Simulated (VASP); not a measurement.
# NaF (Cmmm) in VASP: single point with HSE06

Aim: the single point of NaF with HSE06.

All numbers are computed with VASP 6.6.1; they aren't measurements. Logs are shortened: lines on timing, memory, paths and dates and some standing lists are left out, and cuts for length are marked.

**1. The cell of the first run**

It takes space group Cmmm (No. 65, orthorhombic). The conventional cell has a = 3.944 Å, b = 3.957 Å, c = 2.793 Å, α = 90.00°, β = 90.00°, γ = 90.00°. Within 3.2 Å of Na (site symmetry mmm) lie 8 F at 2.42 Å and 6 Na at 2.79 Å. F (site symmetry mmm) has 8 Na at 2.42 Å and 6 F at 2.79 Å within 3.2 Å.

**2. Single point, HSE06 (shear xy strain -0.3%)**

Contents of POSCAR:

```
NaF
1.0
    2.7934852186     -0.0047489249      0.0000000000
   -0.0047489249      2.7934852186      0.0000000000
    0.0000000000      0.0000000000      2.7934852186
Na F
1 1
Direct
    0.0000000000      0.0000000000      0.0000000000
    0.5000000000      0.5000000000      0.5000000000
```

Contents of INCAR.step1:

```
SYSTEM = NaF
ALGO = Normal
EDIFF = 1E-5
ENCUT = 520
GGA = PE
ISIF = 2
ISMEAR = 0
LASPH = .True.
LREAL = .False.
LWAVE = .True.
NBANDS = 14
NELM = 80
PREC = Accurate
SIGMA = 0.01
```

Contents of INCAR.step2:

```
SYSTEM = NaF
ALGO = Normal
EDIFF = 1E-6
ENCUT = 520
GGA = PE
HFSCREEN = 0.2079
ISIF = 2
ISMEAR = 0
ISTART = 1
LASPH = .True.
LCHARG = .True.
LELF = .True.
LHFCALC = .True.
LREAL = .False.
LVHAR = .True.
LWAVE = .False.
NBANDS = 14
NELM = 80
PREC = Accurate
PRECFOCK = Normal
SIGMA = 0.01
```

Contents of KPOINTS:

```
k-points
0
Gamma
  6 6 6
  0 0 0
```

Potentials or basis: VASP PAW PBE potentials, release 64 (Na_pv, F).

Started as:

```bash
$ cat potpaw_PBE.64/Na_pv/POTCAR potpaw_PBE.64/F/POTCAR > POTCAR
$ cp INCAR.step1 INCAR
$ mpirun -np 1 vasp_std > vasp.out
$ cp INCAR.step2 INCAR
$ mpirun -np 1 vasp_std > vasp.out
```

OUTCAR:

```text
SYSTEM = NaF
   EDIFF = 1E-6
   ENCUT = 520
   GGA = PE
   HFSCREEN = 0.2079
   ISIF = 2
   ISMEAR = 0
   ISTART = 1
   LASPH = .True.
   LHFCALC = .True.
   LREAL = .False.
   NELM = 80
   PREC = Accurate
   PRECFOCK = Normal

 ion  position               nearest neighbor table
   1  0.000  0.000  0.000-
   2  0.500  0.500  0.500-

  LATTYP: Found a base centered orthorhombic cell.
 ALAT       =     3.9438686884
 B/A-ratio  =     1.0034057899
 C/A-ratio  =     0.7083109097

  Lattice vectors:

 A1 = (   2.7934852186,  -0.0047489249,   0.0000000000)
 A2 = (  -0.0047489249,   2.7934852186,   0.0000000000)
 A3 = (   0.0000000000,   0.0000000000,   2.7934852186)

Analysis of symmetry for initial positions (statically):
=====================================================================
 Subroutine PRICEL returns:
 Original cell was already a primitive cell.

 Routine SETGRP: Setting up the symmetry group for a
 base centered orthorhombic supercell.

 Subroutine GETGRP returns: Found  8 space group operations
 (whereof  8 operations were pure point group operations)
 out of a pool of  8 trial point group operations.

The static configuration has the point symmetry D_2h.

Analysis of symmetry for dynamics (positions and initial velocities):
=====================================================================
 Subroutine PRICEL returns:
 Original cell was already a primitive cell.

 Routine SETGRP: Setting up the symmetry group for a
 base centered orthorhombic supercell.

 Subroutine GETGRP returns: Found  8 space group operations
 (whereof  8 operations were pure point group operations)
 out of a pool of  8 trial point group operations.

The dynamic configuration has the point symmetry D_2h.

 Subroutine INISYM returns: Found  8 space group operations
 (whereof  8 operations are pure point group operations),
 and found     1 'primitive' translations

----------------------------------------------------------------------------------------

                                     Primitive cell

  volume of cell :      21.7991

  direct lattice vectors                    reciprocal lattice vectors
     2.793485219 -0.004748925  0.000000000     0.357976797  0.000608561  0.000000000
    -0.004748925  2.793485219  0.000000000     0.000608561  0.357976797  0.000000000
     0.000000000  0.000000000  2.793485219     0.000000000  0.000000000  0.357975762

  length of vectors
     2.793489255  2.793489255  2.793485219     0.357977314  0.357977314  0.357975762

  position of ions in fractional coordinates (direct lattice)
     0.000000000  0.000000000  0.000000000
     0.500000000  0.500000000  0.500000000

  ion indices of the primitive-cell ions
   primitive index   ion index
                 1           1
                 2           2

----------------------------------------------------------------------------------------

 KPOINTS: k-points

Automatic generation of k-mesh.
 Grid dimensions read from file:
 generate k-points for:    6    6    6

 Generating k-lattice:

  Cartesian coordinates                     Fractional coordinates (reciprocal lattice)
     0.059662799  0.000101427  0.000000000     0.166666667  0.000000000  0.000000000
     0.000101427  0.059662799  0.000000000     0.000000000  0.166666667  0.000000000
     0.000000000  0.000000000  0.059662627     0.000000000  0.000000000  0.166666667

  Length of vectors
     0.059662886  0.059662886  0.059662627

  Shift w.r.t. Gamma in fractional coordinates (k-lattice)
     0.000000000  0.000000000  0.000000000

 Subroutine IBZKPT returns following result:
 ===========================================

 Found     52 irreducible k-points:

 Following reciprocal coordinates:
            Coordinates               Weight
  0.000000  0.000000  0.000000      1.000000
  0.166667  0.000000  0.000000      4.000000
  0.333333  0.000000  0.000000      4.000000
  0.500000  0.000000  0.000000      2.000000
  0.166667  0.166667  0.000000      2.000000
  0.333333  0.166667  0.000000      4.000000
[... 16 lines left out ...]
  0.333333  0.333333  0.166667      4.000000
  0.500000  0.333333  0.166667      8.000000
 [... further k-points ...]
   k-points           NKPTS =     52   k-points in BZ     NKDIM =    216   number of bands    NBANDS=     14
   number of dos      NEDOS =    301   number of ions     NIONS =      2
   total plane-waves  NPLWV =  13824
   dimension x,y,z NGX =    24 NGY =   24 NGZ =   24
   dimension x,y,z NGXF=    48 NGYF=   48 NGZF=   48
   ions per type =               1   1
   NGX,Y,Z   is equivalent  to a cutoff of  14.28, 14.28, 14.28 a.u.
   NGXF,Y,Z  is equivalent  to a cutoff of  28.57, 28.57, 28.57 a.u.
 SYSTEM =  NaF
   PREC   = accura    normal or accurate (medium, high low for compatibility)
   ISTART =      1    job   : 0-new  1-cont  2-samecut
   ICHARG =      0    charge: 1-file 2-atom 10-const
   ISPIN  =      1    spin polarized calculation?
   LNONCOLLINEAR =      F non collinear calculations
   LSORBIT =      F    spin-orbit coupling
   LASPH  =      T    aspherical Exc in radial PAW
   ENCUT  =  520.0 eV  38.22 Ry    6.18 a.u.   5.19  5.19  5.19*2*pi/ulx,y,z
   NELM   =     80;   NELMIN=  2; NELMDL=  0     # of ELM steps
   EDIFF  = 0.1E-05   stopping-criterion for ELM
   LREAL  =      F    real-space projection
   EDIFFG = 0.1E-04   stopping-criterion for IOM
   NSW    =      0    number of steps for IOM
   IBRION =     -1    ionic relax: 0-MD 1-quasi-New 2-CG
   NFREE  =      0    steps in history (QN), initial steepest desc. (CG)
   ISIF   =      2    stress and relaxation
   ISYM   =      3    0-nonsym 1-usesym 2-fastsym
   POTIM  = 0.5000    time-step for ionic-motion
   TEBEG  =    0.0;   TEEND  =   0.0 temperature during run
   PSTRESS=    0.0 pullay stress
   NELECT =      14.0000    total number of electrons
   NUPDOWN=      -1.0000    fix difference up-down
   EMIN   =  10.00;   EMAX   =-10.00  energy-range for DOS
   EFERMI =   0.00;   METHOD = LEGACY
   ISMEAR =     0;   SIGMA  =   0.01  broadening in eV -4-tet -1-fermi 0-gaus
   EFERMI_NEDOS =   21; number of points for ismear=-14 and -15
   IALGO  =     38    algorithm
   IMIX   =      1    mixing-type and parameters
     AMIX     =   0.40;   BMIX     =  1.00
     AMIX_MAG =   1.60;   BMIX_MAG =  1.00
  volume/ion in A,a.u.               =      10.90        73.55
  Fermi-wavevector in a.u.,A,eV,Ry     =   1.412445  2.669134 27.143635  1.995001
  Thomas-Fermi vector in A             =   2.534193
   LORBIT       =      0    0 simple, 1 ext, 2 COOP (PROOUT), +10 PAW based schemes
   GGA     = PE    functional components
   LHFCALC =     T    Hartree Fock is set to
   PRECFOCK=normal    Normal, Fast or Accurate (Low or Medium for compatibility)
   ENCUT4O =  -1.0   cutoff for four orbital integrals eV
   NKREDX  =     1    reduce k-point grid by
   NKREDY  =     1    reduce k-point grid by
   NKREDZ  =     1    reduce k-point grid by
   AEXX    =    0.2500 exact exchange contribution
   HFSCREEN=    0.2079 screening length (either q_TF or 0.3 A-1)
   HFSCREENC=   0.2079 screening length for correlation (either q_TF or 0.3 A-1)
   ENCUTFOCK=  -1.0 apply spherical cutoff to Coloumb kernel
   IVDW    =     0    specifies the selected vdW correction
   LEPSILON=     F    determine dielectric tensor
   LRPA    =     F    only Hartree local field effects (RPA)
 non-spin polarized calculation
 Gauss-broadening in eV      SIGMA  =   0.01
  energy-cutoff  :      520.00
  volume of cell :       21.80
 maximum number of plane-waves:       624
 NGX is ok and might be reduce to    24
  NGX = 16; NGY = 16; NGZ = 16

 number of electron      14.0000006 magnetization

 Free energy of the ion-electron system (eV)
  ---------------------------------------------------
  ext. energy  EPLUGINS =         0.00000000
  ---------------------------------------------------
  free energy    TOTEN  =        -9.98877106 eV

  energy without entropy =       -9.98877106  energy(sigma->0) =       -9.98877106

 E-fermi :  -2.1168     XC(G=0):  -8.1139

 val. band max:       -2.2729459086   @ k =   0.5000   0.5000   0.0000
 cond. band min:       6.0222357498   @ k =   0.0000   0.0000   0.0000
 fundamental gap:      8.2951816585
 Fermi energy:        -2.1168381290

 k-point     1 :       0.0000    0.0000    0.0000
  band No.  band energies     occupation
      1     -23.7853      2.00000
      2     -23.7851      2.00000
      3     -23.7850      2.00000
      4     -23.7624      2.00000
      5      -2.6294      2.00000
      6      -2.6260      2.00000
      7      -2.6225      2.00000
      8       6.0222      0.00000
      9      15.8210      0.00000
     10      15.8211      0.00000
     11      24.4663      0.00000
     12      24.4946      0.00000
     13      24.5224      0.00000
     14      31.8528      0.00000

 k-point     2 :       0.1667    0.0000    0.0000
  band No.  band energies     occupation
      1     -24.1825      2.00000
      2     -23.7777      2.00000
      3     -23.7776      2.00000
      4     -23.3404      2.00000
      5      -3.3275      2.00000
      6      -2.5932      2.00000
      7      -2.5932      2.00000
      8       6.9217      0.00000
      9      15.4319      0.00000
     10      16.3593      0.00000
     11      24.3676      0.00000
     12      24.3679      0.00000
     13      25.2635      0.00000
     14      29.3294      0.00000

 k-point     3 :       0.3333    0.0000    0.0000
  band No.  band energies     occupation
      1     -24.4850      2.00000
      2     -23.7626      2.00000
      3     -23.7626      2.00000
      4     -22.9831      2.00000
      5      -4.5051      2.00000
      6      -2.5267      2.00000
      7      -2.5267      2.00000
      8       8.9428      0.00000
      9      13.8993      0.00000
     10      17.9611      0.00000
     11      24.0610      0.00000
     12      24.0622      0.00000
     13      24.5524      0.00000
     14      27.4241      0.00000

 k-point     4 :       0.5000    0.0000    0.0000
  band No.  band energies     occupation
      1     -24.5986      2.00000
      2     -23.7551      2.00000
      3     -23.7551      2.00000
      4     -22.8384      2.00000
      5      -5.0218      2.00000
      6      -2.4929      2.00000
      7      -2.4929      2.00000
      8      10.9084      0.00000
      9      12.0234      0.00000
     10      20.1194      0.00000
     11      21.3257      0.00000
     12      23.8710      0.00000
     13      23.8719      0.00000
     14      26.7168      0.00000

 k-point     5 :       0.1667    0.1667    0.0000
  band No.  band energies     occupation
      1     -24.2434      2.00000
      2     -23.8439      2.00000
      3     -23.7705      2.00000
      4     -23.1919      2.00000
      5      -3.3979      2.00000
      6      -3.0835      2.00000
      7      -2.5555      2.00000
      8       7.7208      0.00000
      9      15.6821      0.00000
     10      16.1116      0.00000
     11      23.5185      0.00000
[... 276 lines left out ...]
 k-point    22 :      -0.1667    0.1667    0.1667
  band No.  band energies     occupation
      1     -24.2418      2.00000
      2     -23.8347      2.00000
      3     -23.8342      2.00000
      4     -23.1186      2.00000
      5      -3.3981      2.00000
      6      -3.0415      2.00000
      7      -3.0389      2.00000
      8       8.4297      0.00000
      9      15.9805      0.00000
     10      16.0018      0.00000
     11      21.5891      0.00000
     12      24.9453      0.00000
     13      24.9991      0.00000
     14      27.4529      0.00000

 k-point    23 :       0.3333    0.3333    0.1667
  band No.  band energies     occupation
      1     -24.1762      2.00000
      2     -23.9501      2.00000
      3     -23.8095      2.00000
      4     -23.0260      2.00000
      5      -4.0483      2.00000
      6      -3.8442      2.00000
      7      -2.8711      2.00000
      8      11.3969      0.00000
      9      15.0988      0.00000
     10      15.4839      0.00000
     11      19.7965      0.00000
     12      21.2979      0.00000
     13      22.8795      0.00000
     14      29.9094      0.00000

 k-point    24 :       0.5000    0.3333    0.1667
  band No.  band energies     occupation
      1     -24.1502      2.00000
      2     -23.9435      2.00000
      3     -23.7986      2.00000
      4     -23.0578      2.00000
      5      -4.3698      2.00000
      6      -3.8037      2.00000
      7      -2.8095      2.00000
      8      12.4588      0.00000
      9      13.8940      0.00000
     10      15.9116      0.00000
     11      18.6192      0.00000
     12      22.0855      0.00000
     13      22.1543      0.00000
     14      29.3987      0.00000

 [... further k-points ...]

------------------------ aborting loop because EDIFF is reached ----------------------------------------

  FORCE on cell =-STRESS in cart. coord.  units (eV):
  Direction    XX          YY          ZZ          XY          YZ          ZX
  --------------------------------------------------------------------------------------
  -------------------------------------------------------------------------------------
  Total        0.2573894      0.2573894      0.2573329      0.0023212      0.0000000      0.0000000
  in kB       18.9174855     18.9174855     18.9133321      0.1705995      0.0000000      0.0000000
  external PRESSURE =      18.9161010 kB  Pullay stress =       0.0000000 kB

 VOLUME and BASIS-vectors are now :
 -----------------------------------------------------------------------------
  energy-cutoff  :      520.00
  volume of cell :       21.80
      direct lattice vectors                 reciprocal lattice vectors
     2.793485219 -0.004748925  0.000000000     0.357976797  0.000608561  0.000000000
    -0.004748925  2.793485219  0.000000000     0.000608561  0.357976797  0.000000000
     0.000000000  0.000000000  2.793485219     0.000000000  0.000000000  0.357975762

 POSITION                                       TOTAL-FORCE (eV/Angst)
 -----------------------------------------------------------------------------------
      0.00000      0.00000      0.00000         0.000000      0.000000      0.000000
      1.39437      1.39437      1.39674        -0.000000      0.000000      0.000000
 -----------------------------------------------------------------------------------
    total drift:                               -0.000000      0.000000     -0.000000

  FREE ENERGIE OF THE ION-ELECTRON SYSTEM (eV)
  ---------------------------------------------------
  free  energy   TOTEN  =        -9.9887710638 eV

  energy  without entropy=       -9.9887710638  energy(sigma->0) =       -9.98877106
```

Wall time 37 min (1 thread of Intel Xeon 8259CL, shared host); peak memory 0.22 GiB.

Results:

```yaml
Free_energy: -9.9888 eV
Pressure: 1.9 GPa
Band_gap_on_the_k_mesh: 8.30 eV (least direct gap 8.64 eV)
```

Caveat: the cell differs from its parent crystal (shear xy strain -0.3%); the structure was generated, so it needn't be the stable form of NaF; the PAW data sets were made with another functional, which shifts forces and pressure a little. A k mesh can miss the band edges.
